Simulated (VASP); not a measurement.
Write the native input for VASP 6.6.1 that does the following.

* Task: single point
* Functional: PBEsol
* Potentials or basis: VASP PAW PBE potentials, release 64 (Ca_sv)
* Cutoff: 520 eV
* k mesh: 16 × 16 × 16
* Occupations: gaussian, width 0.15 eV
* Spin: no spin polarisation
* Dipole correction: no
* Further INCAR settings: ALGO = Fast; EDIFF = 1e-06; NBANDS = 11

The structure of Ca lies in POSCAR:

```
Ca
1.0
   -2.2400000000      2.2400000000      2.0608000000
    2.2400000000     -2.2400000000      2.0608000000
    2.2400000000      2.2400000000     -2.0608000000
Ca
1
Direct
    0.0000000000      0.0000000000      0.0000000000
```

This cell differs from its parent crystal: strain +0.000 along x and y, -0.080 along z.

These files were run (other wordings do the same):

INCAR

```
SYSTEM = Ca
PREC = Accurate ; ENCUT = 520
EDIFF = 1E-6 ; ISMEAR = 0
SIGMA = 0.15 ; LREAL = .False.
LASPH = .True. ; NELM = 80
ALGO = Fast ; ISIF = 2
LWAVE = .False. ; LCHARG = .False.
GGA = PS ; NBANDS = 11
```

KPOINTS

```
regular mesh
0
Gamma
  16 16 16
  0 0 0
```

Potentials or basis: VASP PAW PBE potentials, release 64 (Ca_sv).

Command:

```bash
$ cat potpaw_PBE.64/Ca_sv/POTCAR > POTCAR
$ mpirun -np 1 vasp_std > vasp.out
```

It gave:

| Quantity | Value |
| --- | --- |
| Pressure | -0.4 GPa |
| Band gap on the k mesh | zero (band 5 reaches 2.33 eV, above the bottom of band 6 at 1.84 eV) |

Caveat: the cell differs from its parent crystal (strain +0.000 along x and y, -0.080 along z); the PAW data sets were made with another functional, which shifts forces and pressure a little.

It took 2 min on 1 thread of Intel(R) Xeon(R) Platinum 8259CL CPU @ 2.50GHz (Skylake/Cascade Lake), on a shared host, peak memory 0.27 GiB.
